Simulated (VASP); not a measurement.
# Cu in VASP: single point with LDA

Aim: the single point of Cu with LDA.

Program: VASP 6.6.1. These are calculated values, not measurements. Logs are shortened: lines on timing, memory, paths and dates and some standing lists are left out, and cuts for length are marked.

### 1 The cell of the first run

The cell holds a slab with vacuum, 10 atoms: a = 3.519 Å, b = 3.519 Å, c = 24.037 Å, α = 90.00°, β = 90.00°, γ = 90.00°.

### 2 Single point, LDA

Input file INCAR:

```
SYSTEM = Cu
PREC = Accurate
ENCUT = 520
EDIFF = 1E-6
ISMEAR = 0
SIGMA = 0.1
LREAL = .False.
LASPH = .True.
NELM = 120
ALGO = Normal
ISIF = 2
LWAVE = .False.
LCHARG = .False.
LDIPOL = .True.
IDIPOL = 3
DIPOL = 0.5 0.5 0.499
NBANDS = 66
GGA_COMPAT = .False.
NELMDL = -8
```

Input file KPOINTS:

```
regular mesh
0
Gamma
  8 8 1
  0 0 0
```

Input file POSCAR:

```
Cu
1.0
    3.5186379850      0.0000000000      0.0000000000
    0.0000000000      3.5186379850      0.0000000000
    0.0000000000      0.0000000000     24.0372759700
Cu
10
Direct
    0.0000000000      0.5000000000      0.3536174403
    0.5000000000      0.0000000000      0.3536174403
    0.5000000000      0.5000000000      0.4268087201
    0.0000000000      0.0000000000      0.4268087201
    0.0000000000      0.5000000000      0.4997854395
    0.5000000000      0.0000000000      0.4997854395
    0.5000000000      0.5000000000      0.5729421716
    0.0000000000      0.0000000000      0.5729421716
    0.0000000000      0.5000000000      0.6432917367
    0.5000000000      0.0000000000      0.6432917367
```

Potentials or basis: VASP PAW LDA potentials, release 64 (Cu).

Run with:

```console
$ cat potpaw_LDA.64/Cu/POTCAR > POTCAR
$ mpirun -np 1 vasp_std > vasp.out
```

OUTCAR:

```text
SYSTEM = Cu
   PREC = Accurate
   ENCUT = 520
   EDIFF = 1E-6
   ISMEAR = 0
   LREAL = .False.
   LASPH = .True.
   NELM = 120
   ISIF = 2
   NELMDL = -8

 ion  position               nearest neighbor table
   1  0.000  0.500  0.354-   3 2.49   4 2.49   4 2.49   3 2.49   2 2.49   2 2.49   2 2.49   2 2.49

   2  0.500  0.000  0.354-   3 2.49   4 2.49   3 2.49   4 2.49   1 2.49   1 2.49   1 2.49   1 2.49

   3  0.500  0.500  0.427-   5 2.48   6 2.48   6 2.48   5 2.48   2 2.49   1 2.49   1 2.49   2 2.49
                             4 2.49   4 2.49   4 2.49   4 2.49
   4  0.000  0.000  0.427-   5 2.48   6 2.48   5 2.48   6 2.48   1 2.49   1 2.49   2 2.49   2 2.49
                             3 2.49   3 2.49   3 2.49   3 2.49
   5  0.000  0.500  0.500-   3 2.48   4 2.48   4 2.48   3 2.48   7 2.49   8 2.49   8 2.49   7 2.49
                             6 2.49   6 2.49   6 2.49   6 2.49
   6  0.500  0.000  0.500-   3 2.48   4 2.48   3 2.48   4 2.48   7 2.49   7 2.49   8 2.49   8 2.49
                             5 2.49   5 2.49   5 2.49   5 2.49
   7  0.500  0.500  0.573-   9 2.44  10 2.44  10 2.44   9 2.44   6 2.49   5 2.49   5 2.49   6 2.49
                             8 2.49   8 2.49   8 2.49   8 2.49
   8  0.000  0.000  0.573-   9 2.44  10 2.44   9 2.44  10 2.44   5 2.49   5 2.49   6 2.49   6 2.49
                             7 2.49   7 2.49   7 2.49   7 2.49
   9  0.000  0.500  0.643-   7 2.44   8 2.44   8 2.44   7 2.44  10 2.49  10 2.49  10 2.49  10 2.49

  10  0.500  0.000  0.643-   7 2.44   8 2.44   7 2.44   8 2.44   9 2.49   9 2.49   9 2.49   9 2.49

  LATTYP: Found a simple tetragonal cell.
 ALAT       =     3.5186379850
 C/A-ratio  =     6.8314149033

  Lattice vectors:

 A1 = (   3.5186379850,   0.0000000000,   0.0000000000)
 A2 = (   0.0000000000,   3.5186379850,   0.0000000000)
 A3 = (   0.0000000000,   0.0000000000,  24.0372759700)

Analysis of symmetry for initial positions (statically):
=====================================================================
 Subroutine PRICEL returns following result:

  LATTYP: Found a simple tetragonal cell.
 ALAT       =     2.4880527797
 C/A-ratio  =     9.6610796064

  Lattice vectors:

 A1 = (   1.7593189925,  -1.7593189925,   0.0000000000)
 A2 = (   1.7593189925,   1.7593189925,   0.0000000000)
 A3 = (   0.0000000000,   0.0000000000,  24.0372759700)

   2 primitive cells build up your supercell.

 Routine SETGRP: Setting up the symmetry group for a
 simple tetragonal supercell.

 Subroutine GETGRP returns: Found  8 space group operations
 (whereof  8 operations were pure point group operations)
 out of a pool of 16 trial point group operations.

The static configuration has the point symmetry C_4v.

Analysis of symmetry for dynamics (positions and initial velocities):
=====================================================================
 Subroutine PRICEL returns following result:

  LATTYP: Found a simple tetragonal cell.
 ALAT       =     2.4880527797
 C/A-ratio  =     9.6610796064

  Lattice vectors:

 A1 = (   1.7593189925,  -1.7593189925,   0.0000000000)
 A2 = (   1.7593189925,   1.7593189925,   0.0000000000)
 A3 = (   0.0000000000,   0.0000000000,  24.0372759700)

   2 primitive cells build up your supercell.

 Routine SETGRP: Setting up the symmetry group for a
 simple tetragonal supercell.

 Subroutine GETGRP returns: Found  8 space group operations
 (whereof  8 operations were pure point group operations)
 out of a pool of 16 trial point group operations.

The dynamic configuration has the point symmetry C_4v.

 Subroutine INISYM returns: Found  8 space group operations
 (whereof  8 operations are pure point group operations),
 and found     2 'primitive' translations

----------------------------------------------------------------------------------------

                                     Primitive cell

  volume of cell :     148.8005

  direct lattice vectors                    reciprocal lattice vectors
     1.759318992 -1.759318992  0.000000000     0.284200877 -0.284200877  0.000000000
     1.759318992  1.759318992  0.000000000     0.284200877  0.284200877  0.000000000
     0.000000000  0.000000000 24.037275970     0.000000000  0.000000000  0.041602052

  length of vectors
     2.488052780  2.488052780 24.037275970     0.401920734  0.401920734  0.041602052

  position of ions in fractional coordinates (direct lattice)
     0.500000000  0.500000000  0.353617440
     0.000000000  0.000000000  0.426808720
     0.500000000  0.500000000  0.499785440
     0.000000000  0.000000000  0.572942172
     0.500000000  0.500000000  0.643291737

  ion indices of the primitive-cell ions
   primitive index   ion index
                 1           1
                 2           3
                 3           5
                 4           7
                 5           9

----------------------------------------------------------------------------------------

 KPOINTS: regular mesh

Automatic generation of k-mesh.
 Grid dimensions read from file:
 generate k-points for:    8    8    1

 Generating k-lattice:

  Cartesian coordinates                     Fractional coordinates (reciprocal lattice)
     0.035525110  0.000000000  0.000000000     0.125000000  0.000000000  0.000000000
     0.000000000  0.035525110  0.000000000     0.000000000  0.125000000  0.000000000
     0.000000000  0.000000000  0.041602052     0.000000000  0.000000000  1.000000000

  Length of vectors
     0.035525110  0.035525110  0.041602052

  Shift w.r.t. Gamma in fractional coordinates (k-lattice)
     0.000000000  0.000000000  0.000000000

 Subroutine IBZKPT returns following result:
 ===========================================

 Found     15 irreducible k-points:

 Following reciprocal coordinates:
            Coordinates               Weight
  0.000000  0.000000  0.000000      1.000000
  0.125000  0.000000  0.000000      4.000000
  0.250000  0.000000  0.000000      4.000000
  0.375000  0.000000  0.000000      4.000000
  0.500000  0.000000  0.000000      2.000000
  0.125000  0.125000  0.000000      4.000000
  0.250000  0.125000  0.000000      8.000000
  0.375000  0.125000  0.000000      8.000000
  0.500000  0.125000  0.000000      4.000000
  0.250000  0.250000  0.000000      4.000000
  0.375000  0.250000  0.000000      8.000000
  0.500000  0.250000  0.000000      4.000000
  0.375000  0.375000  0.000000      4.000000
  0.500000  0.375000  0.000000      4.000000
  0.500000  0.500000  0.000000      1.000000
   k-points           NKPTS =     15   k-points in BZ     NKDIM =     15   number of bands    NBANDS=     66
   number of dos      NEDOS =    301   number of ions     NIONS =     10
   total plane-waves  NPLWV = 141120
   dimension x,y,z NGX =    28 NGY =   28 NGZ =  180
   dimension x,y,z NGXF=    56 NGYF=   56 NGZF=  360
   ions per type =              10
   NGX,Y,Z   is equivalent  to a cutoff of  13.23, 13.23, 12.45 a.u.
   NGXF,Y,Z  is equivalent  to a cutoff of  26.46, 26.46, 24.90 a.u.
 SYSTEM =  Cu
   PREC   = accura    normal or accurate (medium, high low for compatibility)
   ISTART =      0    job   : 0-new  1-cont  2-samecut
   ICHARG =      2    charge: 1-file 2-atom 10-const
   ISPIN  =      1    spin polarized calculation?
   LNONCOLLINEAR =      F non collinear calculations
   LSORBIT =      F    spin-orbit coupling
   LASPH  =      T    aspherical Exc in radial PAW
   ENCUT  =  520.0 eV  38.22 Ry    6.18 a.u.   6.54  6.54 44.69*2*pi/ulx,y,z
   NELM   =    120;   NELMIN=  2; NELMDL= -8     # of ELM steps
   EDIFF  = 0.1E-05   stopping-criterion for ELM
   LREAL  =      F    real-space projection
   EDIFFG = 0.1E-04   stopping-criterion for IOM
   NSW    =      0    number of steps for IOM
   IBRION =     -1    ionic relax: 0-MD 1-quasi-New 2-CG
   NFREE  =      0    steps in history (QN), initial steepest desc. (CG)
   ISIF   =      2    stress and relaxation
   ISYM   =      2    0-nonsym 1-usesym 2-fastsym
   POTIM  = 0.5000    time-step for ionic-motion
   TEBEG  =    0.0;   TEEND  =   0.0 temperature during run
   PSTRESS=    0.0 pullay stress
   NELECT =     110.0000    total number of electrons
   NUPDOWN=      -1.0000    fix difference up-down
   EMIN   =  10.00;   EMAX   =-10.00  energy-range for DOS
   EFERMI =   0.00;   METHOD = LEGACY
   ISMEAR =     0;   SIGMA  =   0.10  broadening in eV -4-tet -1-fermi 0-gaus
   EFERMI_NEDOS =   21; number of points for ismear=-14 and -15
   IALGO  =     38    algorithm
   IMIX   =      4    mixing-type and parameters
     AMIX     =   0.40;   BMIX     =  1.00
     AMIX_MAG =   1.60;   BMIX_MAG =  1.00
  volume/ion in A,a.u.               =      29.76       200.83
  Fermi-wavevector in a.u.,A,eV,Ry     =   1.174882  2.220205 18.780771  1.380348
  Thomas-Fermi vector in A             =   2.311272
   LORBIT       =      0    0 simple, 1 ext, 2 COOP (PROOUT), +10 PAW based schemes
   GGA     = CA    functional components
   LHFCALC =     F    Hartree Fock is set to
   AEXX    =    0.0000 exact exchange contribution
   IVDW    =     0    specifies the selected vdW correction
   LEPSILON=     F    determine dielectric tensor
   LRPA    =     F    only Hartree local field effects (RPA)
 non-spin polarized calculation
 Gauss-broadening in eV      SIGMA  =   0.10
  energy-cutoff  :      520.00
  volume of cell :      297.60
 maximum number of plane-waves:      8113
 NGX is ok and might be reduce to    28
   NGX = 13   NGY = 13   NGZ = 89

 dipolmoment           0.000000      0.000000      0.000399 electrons x Angstroem

 number of electron     110.0000027 magnetization

 dipolmoment           0.000000      0.000000     -0.001425 electrons x Angstroem

 Free energy of the ion-electron system (eV)
  ---------------------------------------------------
  ext. energy  EPLUGINS =         0.00000000
  ---------------------------------------------------
  free energy    TOTEN  =       -44.06931438 eV

  energy without entropy =      -44.05676729  energy(sigma->0) =      -44.06304084

 E-fermi :   0.0131     XC(G=0):  -5.7975

 val. band max:       -0.0120554568   @ k =   0.5000   0.5000   0.0000
 cond. band min:       0.0289005794   @ k =   0.5000   0.5000   0.0000
 fundamental gap:      0.0409560363
 Fermi energy:         0.0130580565

 k-point     1 :       0.0000    0.0000    0.0000
  band No.  band energies     occupation
      1      -9.5128      2.00000
      2      -8.2789      2.00000
      3      -6.5145      2.00000
      4      -5.2783      2.00000
      5      -5.2117      2.00000
      6      -5.2053      2.00000
[... 58 lines left out ...]
     65       6.4800      0.00000
     66       6.8028      0.00000

 k-point     2 :       0.1250    0.0000    0.0000
  band No.  band energies     occupation
      1      -9.3150      2.00000
      2      -8.0920      2.00000
      3      -6.3507      2.00000
      4      -5.1713      2.00000
      5      -5.1529      2.00000
      6      -5.0901      2.00000
[... 58 lines left out ...]
     65       6.7734      0.00000
     66       7.0182      0.00000

 k-point     3 :       0.2500    0.0000    0.0000
  band No.  band energies     occupation
      1      -8.7338      2.00000
      2      -7.5477      2.00000
      3      -5.8901      2.00000
      4      -5.2090      2.00000
      5      -4.8419      2.00000
      6      -4.8114      2.00000
[... 817 lines left out ...]
     65       5.7546      0.00000
     66       5.7546      0.00000

 k-point    15 :       0.5000    0.5000    0.0000
  band No.  band energies     occupation
      1      -5.4405      2.00000
      2      -5.4405      2.00000
      3      -5.4011      2.00000
      4      -5.4011      2.00000
      5      -5.1629      2.00000
      6      -5.1629      2.00000
[... 58 lines left out ...]
     65       5.4401      0.00000
     66       5.4401      0.00000

------------------------ aborting loop because EDIFF is reached ----------------------------------------

 vacuum level on the upper side and lower side of the slab       (xc-potential included)        -0.149        -0.131

  FORCE on cell =-STRESS in cart. coord.  units (eV):
  Direction    XX          YY          ZZ          XY          YZ          ZX
  --------------------------------------------------------------------------------------
  -------------------------------------------------------------------------------------
  Total       -2.5009732     -2.5009732     -0.6128906      0.0000000      0.0000000      0.0000000
  in kB      -13.4643441    -13.4643441     -3.2995835      0.0000000      0.0000000      0.0000000
  external PRESSURE =     -10.0760905 kB  Pullay stress =       0.0000000 kB

 VOLUME and BASIS-vectors are now :
 -----------------------------------------------------------------------------
  energy-cutoff  :      520.00
  volume of cell :      297.60
      direct lattice vectors                 reciprocal lattice vectors
     3.518637985  0.000000000  0.000000000     0.284200877  0.000000000  0.000000000
     0.000000000  3.518637985  0.000000000     0.000000000  0.284200877  0.000000000
     0.000000000  0.000000000 24.037275970     0.000000000  0.000000000  0.041602052

 POSITION                                       TOTAL-FORCE (eV/Angst)
 -----------------------------------------------------------------------------------
      0.00000      1.75932      8.50000        -0.000000     -0.000000      0.271527
      1.75932      0.00000      8.50000        -0.000000     -0.000000      0.271527
      1.75932      1.75932     10.25932        -0.000000     -0.000000     -0.305605
      0.00000      0.00000     10.25932         0.000000      0.000000     -0.305605
      0.00000      1.75932     12.01348        -0.000000     -0.000000      0.001487
      1.75932      0.00000     12.01348        -0.000000     -0.000000      0.001487
      1.75932      1.75932     13.77197         0.000000      0.000000     -0.022177
      0.00000      0.00000     13.77197        -0.000000     -0.000000     -0.022177
      0.00000      1.75932     15.46298        -0.000000     -0.000000      0.054768
      1.75932      0.00000     15.46298        -0.000000     -0.000000      0.054768
 -----------------------------------------------------------------------------------
    total drift:                                0.000000     -0.000000     -0.000261

  FREE ENERGIE OF THE ION-ELECTRON SYSTEM (eV)
  ---------------------------------------------------
  free  energy   TOTEN  =       -44.0693143820 eV

  energy  without entropy=      -44.0567672934  energy(sigma->0) =      -44.06304084

 vacuum level on the upper side and lower side of the slab         4.756         4.774
```

Run time: 5.8 min. Hardware: 1 thread of Intel Xeon 6975P-C (Granite Rapids), shared host; peak memory 0.39 GiB.

What came out:

* Free energy: -44.0693 eV
* Largest force: 0.306 eV/Å
* Band gap on the k mesh: zero (bands 55 and 56 overlap by 1.10 eV)

Forces in eV/Å, atoms in the order of the input:
```
Cu   0.000  0.000  0.272
Cu   0.000  0.000  0.272
Cu   0.000  0.000 -0.306
Cu   0.000  0.000 -0.306
Cu   0.000  0.000  0.001
Cu   0.000  0.000  0.001
Cu   0.000  0.000 -0.022
Cu   0.000  0.000 -0.022
Cu   0.000  0.000  0.055
Cu   0.000  0.000  0.055
```
